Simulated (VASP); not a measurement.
# AlCu3 (Pm-3m) in VASP: notebook, part 2 of 3

VASP 6.6.1.

## 3. Single point, r2SCAN (10.63 Å³/atom)

This run uses another cell than the first one, of 10.63 Å³/atom.

Input file POSCAR:

```
AlCu3
1.0
    3.4898942170      0.0000000000      0.0000000000
    0.0000000000      3.4898942170      0.0000000000
    0.0000000000      0.0000000000      3.4898942170
Al Cu
1 3
Direct
    0.0000000000      0.0000000000      0.0000000000
    0.5000000000      0.5000000000      0.0000000000
    0.5000000000      0.0000000000      0.5000000000
    0.0000000000      0.5000000000      0.5000000000
```

Input file INCAR.step1:

```
SYSTEM = AlCu3
PREC = Accurate
ENCUT = 520
ISMEAR = 0
SIGMA = 0.1
LREAL = .False.
LASPH = .True.
NELM = 80
NBANDS = 26
GGA = PE
ALGO = Normal
EDIFF = 1E-4
LWAVE = .True.
LCHARG = .False.
```

Input file INCAR.step2:

```
SYSTEM = AlCu3
PREC = Accurate
ENCUT = 520
EDIFF = 1E-7
ISMEAR = 0
SIGMA = 0.1
LREAL = .False.
LASPH = .True.
NELM = 80
ALGO = Normal
ISIF = 2
LWAVE = .False.
LCHARG = .True.
METAGGA = R2SCAN
LMIXTAU = .True.
LELF = .True.
LVHAR = .True.
NBANDS = 26
ISTART = 1
```

Input file KPOINTS:

```
Automatic mesh
0
Gamma
  12 12 12
  0 0 0
```

Potentials or basis: VASP PAW PBE potentials, release 64 (Al, Cu).

Command:

```console
cat potpaw_PBE.64/Al/POTCAR potpaw_PBE.64/Cu/POTCAR > POTCAR
cp INCAR.step1 INCAR
mpirun -np 1 vasp_std > vasp.out
cp INCAR.step2 INCAR
mpirun -np 1 vasp_std > vasp.out
```

OUTCAR:

```text
SYSTEM = AlCu3
   PREC = Accurate
   ENCUT = 520
   EDIFF = 1E-7
   ISMEAR = 0
   LREAL = .False.
   LASPH = .True.
   NELM = 80
   ISIF = 2
   METAGGA = R2SCAN
   ISTART = 1

 ion  position               nearest neighbor table
   1  0.000  0.000  0.000-   2 2.47   3 2.47   4 2.47   3 2.47   4 2.47   2 2.47   4 2.47   4 2.47
                             2 2.47   3 2.47   3 2.47   2 2.47
   2  0.500  0.500  0.000-   1 2.47   3 2.47   4 2.47   3 2.47   4 2.47   1 2.47   3 2.47   3 2.47
                             1 2.47   4 2.47   4 2.47   1 2.47
   3  0.500  0.000  0.500-   1 2.47   2 2.47   4 2.47   1 2.47   2 2.47   2 2.47   4 2.47   2 2.47
                             1 2.47   4 2.47   1 2.47   4 2.47
   4  0.000  0.500  0.500-   1 2.47   2 2.47   3 2.47   1 2.47   2 2.47   1 2.47   3 2.47   1 2.47
                             2 2.47   3 2.47   2 2.47   3 2.47

  LATTYP: Found a simple cubic cell.
 ALAT       =     3.4898942170

  Lattice vectors:

 A1 = (   3.4898942170,   0.0000000000,   0.0000000000)
 A2 = (   0.0000000000,   3.4898942170,   0.0000000000)
 A3 = (   0.0000000000,   0.0000000000,   3.4898942170)

Analysis of symmetry for initial positions (statically):
=====================================================================
 Subroutine PRICEL returns:
 Original cell was already a primitive cell.

 Routine SETGRP: Setting up the symmetry group for a
 simple cubic supercell.

 Subroutine GETGRP returns: Found 48 space group operations
 (whereof 48 operations were pure point group operations)
 out of a pool of 48 trial point group operations.

The static configuration has the point symmetry O_h .

Analysis of symmetry for dynamics (positions and initial velocities):
=====================================================================
 Subroutine PRICEL returns:
 Original cell was already a primitive cell.

 Routine SETGRP: Setting up the symmetry group for a
 simple cubic supercell.

 Subroutine GETGRP returns: Found 48 space group operations
 (whereof 48 operations were pure point group operations)
 out of a pool of 48 trial point group operations.

The dynamic configuration has the point symmetry O_h .

 Subroutine INISYM returns: Found 48 space group operations
 (whereof 48 operations are pure point group operations),
 and found     1 'primitive' translations

----------------------------------------------------------------------------------------

                                     Primitive cell

  volume of cell :      42.5047

  direct lattice vectors                    reciprocal lattice vectors
     3.489894217  0.000000000  0.000000000     0.286541636  0.000000000  0.000000000
     0.000000000  3.489894217  0.000000000     0.000000000  0.286541636  0.000000000
     0.000000000  0.000000000  3.489894217     0.000000000  0.000000000  0.286541636

  length of vectors
     3.489894217  3.489894217  3.489894217     0.286541636  0.286541636  0.286541636

  position of ions in fractional coordinates (direct lattice)
     0.000000000  0.000000000  0.000000000
     0.500000000  0.500000000  0.000000000
     0.500000000  0.000000000  0.500000000
     0.000000000  0.500000000  0.500000000

  ion indices of the primitive-cell ions
   primitive index   ion index
                 1           1
                 2           2
                 3           3
                 4           4

----------------------------------------------------------------------------------------

 KPOINTS: Automatic mesh

Automatic generation of k-mesh.
 Grid dimensions read from file:
 generate k-points for:   12   12   12

 Generating k-lattice:

  Cartesian coordinates                     Fractional coordinates (reciprocal lattice)
     0.023878470  0.000000000  0.000000000     0.083333333  0.000000000  0.000000000
     0.000000000  0.023878470  0.000000000     0.000000000  0.083333333  0.000000000
     0.000000000  0.000000000  0.023878470     0.000000000  0.000000000  0.083333333

  Length of vectors
     0.023878470  0.023878470  0.023878470

  Shift w.r.t. Gamma in fractional coordinates (k-lattice)
     0.000000000  0.000000000  0.000000000

 Subroutine IBZKPT returns following result:
 ===========================================

 Found     84 irreducible k-points:

 Following reciprocal coordinates:
            Coordinates               Weight
  0.000000  0.000000  0.000000      1.000000
  0.083333  0.000000  0.000000      6.000000
  0.166667  0.000000  0.000000      6.000000
  0.250000  0.000000  0.000000      6.000000
  0.333333  0.000000  0.000000      6.000000
  0.416667  0.000000  0.000000      6.000000
[... 16 lines left out ...]
  0.333333  0.333333  0.000000     12.000000
  0.416667  0.333333  0.000000     24.000000
 [... further k-points ...]
   k-points           NKPTS =     84   k-points in BZ     NKDIM =     84   number of bands    NBANDS=     26
   number of dos      NEDOS =    301   number of ions     NIONS =      4
   total plane-waves  NPLWV =  21952
   dimension x,y,z NGX =    28 NGY =   28 NGZ =   28
   dimension x,y,z NGXF=    56 NGYF=   56 NGZF=   56
   ions per type =               1   3
   NGX,Y,Z   is equivalent  to a cutoff of  13.34, 13.34, 13.34 a.u.
   NGXF,Y,Z  is equivalent  to a cutoff of  26.68, 26.68, 26.68 a.u.
 SYSTEM =  AlCu3
   PREC   = accura    normal or accurate (medium, high low for compatibility)
   ISTART =      1    job   : 0-new  1-cont  2-samecut
   ICHARG =      0    charge: 1-file 2-atom 10-const
   ISPIN  =      1    spin polarized calculation?
   LNONCOLLINEAR =      F non collinear calculations
   LSORBIT =      F    spin-orbit coupling
   LASPH  =      T    aspherical Exc in radial PAW
   ENCUT  =  520.0 eV  38.22 Ry    6.18 a.u.   6.49  6.49  6.49*2*pi/ulx,y,z
   NELM   =     80;   NELMIN=  2; NELMDL=  0     # of ELM steps
   EDIFF  = 0.1E-06   stopping-criterion for ELM
   LREAL  =      F    real-space projection
   EDIFFG = 0.1E-05   stopping-criterion for IOM
   NSW    =      0    number of steps for IOM
   IBRION =     -1    ionic relax: 0-MD 1-quasi-New 2-CG
   NFREE  =      0    steps in history (QN), initial steepest desc. (CG)
   ISIF   =      2    stress and relaxation
   ISYM   =      2    0-nonsym 1-usesym 2-fastsym
   POTIM  = 0.5000    time-step for ionic-motion
   TEBEG  =    0.0;   TEEND  =   0.0 temperature during run
   PSTRESS=    0.0 pullay stress
   NELECT =      36.0000    total number of electrons
   NUPDOWN=      -1.0000    fix difference up-down
   EMIN   =  10.00;   EMAX   =-10.00  energy-range for DOS
   EFERMI =   0.00;   METHOD = LEGACY
   ISMEAR =     0;   SIGMA  =   0.10  broadening in eV -4-tet -1-fermi 0-gaus
   EFERMI_NEDOS =   21; number of points for ismear=-14 and -15
   IALGO  =     38    algorithm
   IMIX   =      4    mixing-type and parameters
     AMIX     =   0.40;   BMIX     =  1.00
     AMIX_MAG =   1.60;   BMIX_MAG =  1.00
  volume/ion in A,a.u.               =      10.63        71.71
  Fermi-wavevector in a.u.,A,eV,Ry     =   1.548924  2.927042 32.642623  2.399165
  Thomas-Fermi vector in A             =   2.653805
   LORBIT       =      0    0 simple, 1 ext, 2 COOP (PROOUT), +10 PAW based schemes
   METAGGA = R2SCAN    functional components
   LHFCALC =     F    Hartree Fock is set to
   AEXX    =    0.0000 exact exchange contribution
   IVDW    =     0    specifies the selected vdW correction
   LEPSILON=     F    determine dielectric tensor
   LRPA    =     F    only Hartree local field effects (RPA)
 non-spin polarized calculation
 Gauss-broadening in eV      SIGMA  =   0.10
  energy-cutoff  :      520.00
  volume of cell :       42.50
 maximum number of plane-waves:      1189
 NGX is ok and might be reduce to    28
   NGX = 13   NGY = 13   NGZ = 13

 number of electron      36.0000067 magnetization

 Free energy of the ion-electron system (eV)
  ---------------------------------------------------
  ext. energy  EPLUGINS =         0.00000000
  ---------------------------------------------------
  free energy    TOTEN  =       -39.54949549 eV

  energy without entropy =      -39.54382526  energy(sigma->0) =      -39.54666037

 E-fermi :  10.2153     XC(G=0): -14.1177

 val. band max:       10.1759654167   @ k =   0.4167   0.2500   0.1667
 cond. band min:      10.2253131934   @ k =   0.2500   0.1667   0.1667
 fundamental gap:      0.0493477767
 Fermi energy:        10.2153352524

 k-point     1 :       0.0000    0.0000    0.0000
  band No.  band energies     occupation
      1      -1.9857      2.00000
      2       3.7758      2.00000
      3       4.4403      2.00000
      4       4.4403      2.00000
      5       4.8057      2.00000
      6       4.8057      2.00000
[... 685 lines left out ...]
     25      21.6951      0.00000
     26      22.3655      0.00000

 [... further k-points ...]
[... 5 lines left out ...]
  --------------------------------------------------------------------------------------
  -------------------------------------------------------------------------------------
  Total        6.9693237      6.9693237      6.9693237     -0.0000000     -0.0000000      0.0000000
  in kB      262.7026342    262.7026342    262.7026342     -0.0000000     -0.0000000      0.0000000
  external PRESSURE =     262.7026342 kB  Pullay stress =       0.0000000 kB

 VOLUME and BASIS-vectors are now :
 -----------------------------------------------------------------------------
  energy-cutoff  :      520.00
  volume of cell :       42.50
      direct lattice vectors                 reciprocal lattice vectors
     3.489894217  0.000000000  0.000000000     0.286541636  0.000000000  0.000000000
     0.000000000  3.489894217  0.000000000     0.000000000  0.286541636  0.000000000
     0.000000000  0.000000000  3.489894217     0.000000000  0.000000000  0.286541636

 POSITION                                       TOTAL-FORCE (eV/Angst)
 -----------------------------------------------------------------------------------
      0.00000      0.00000      0.00000         0.000000      0.000000      0.000000
      1.74495      1.74495      0.00000         0.000000      0.000000      0.000000
      1.74495      0.00000      1.74495         0.000000      0.000000      0.000000
      0.00000      1.74495      1.74495         0.000000      0.000000      0.000000
 -----------------------------------------------------------------------------------
    total drift:                                0.000000      0.000000      0.000000

  FREE ENERGIE OF THE ION-ELECTRON SYSTEM (eV)
  ---------------------------------------------------
  free  energy   TOTEN  =       -39.5494954855 eV

  energy  without entropy=      -39.5438252629  energy(sigma->0) =      -39.54666037
```

Run time: 3.9 min. Hardware: 1 thread of Intel Xeon Platinum 8559C (Emerald Rapids), shared host; peak memory 0.21 GiB.

What came out:

| Property | Result |
| --- | --- |
| Free energy | -39.5495 eV |
| Pressure | 26.3 GPa |
| Band gap on the k mesh | zero (bands 18 and 19 overlap by 6.38 eV) |

Levels at points of the mesh, in eV from the Fermi level:
```csv
k point,band 14,band 15,band 16,band 17,band 18,band 19,band 20,band 21,band 22,band 23
"(0.00, 0.00, 0.00)",-2.30,-2.30,-2.30,-0.45,-0.45,-0.45,5.07,5.07,6.52,12.19
"(0.50, 0.00, 0.00)",-3.43,-3.33,-2.86,-2.30,4.31,4.31,4.44,4.44,5.13,7.59
"(0.50, 0.50, 0.00)",-3.32,-3.30,-3.15,-2.67,-1.28,-1.28,7.15,7.15,7.49,8.24
"(0.50, 0.50, 0.50)",-3.38,-3.38,-2.52,-2.52,-2.52,-1.89,2.22,2.30,2.30,2.30
```

Caveat: the cell stands under pressure; the PAW data sets were made with another functional, which shifts forces and pressure a little.

(Part 2 of 3 ends here.)
